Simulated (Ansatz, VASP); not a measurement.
## Zr3SiF2: VASP beside Ansatz

```
Zr Si F
1.0
     4.53473    0.00000    0.00000
    -2.26737    3.92719    0.00000
     0.00000    0.00000    5.84495
Zr Si F
3 1 2
Direct
  0.33333 0.66667 0.50000
  0.66667 0.33333 0.50000
  0.00000 0.00000 0.50000
  0.00000 0.00000 0.00000
  0.33333 0.66667 0.00000
  0.66667 0.33333 0.00000
```

Alike in both runs: task single point; functional PBE; k mesh 6 × 6 × 4; occupations gaussian, width 0.1 eV; no spin polarisation.

|  | VASP | Ansatz |
| --- | --- | --- |
| version | VASP 6.6.1 | Ansatz 0.2.0 |
| potentials or method | VASP PAW PBE potentials, release 64 (Zr_sv, Si, F), cutoff 520 eV | scalar-relativistic, plane waves, PAW |
| valence electrons in the cell | 54 | 54 |

```tsv
	VASP	Ansatz	Ansatz less VASP
gap on the k mesh at the Fermi level (eV)	none	none	-
pressure (GPa)	9.8	9.7	-0.10
traceless stress, the component that is largest in VASP (GPa)	-29.03	-28.85	+0.176
```

A gap of «none» marks a metal or a gap that the smearing closes.
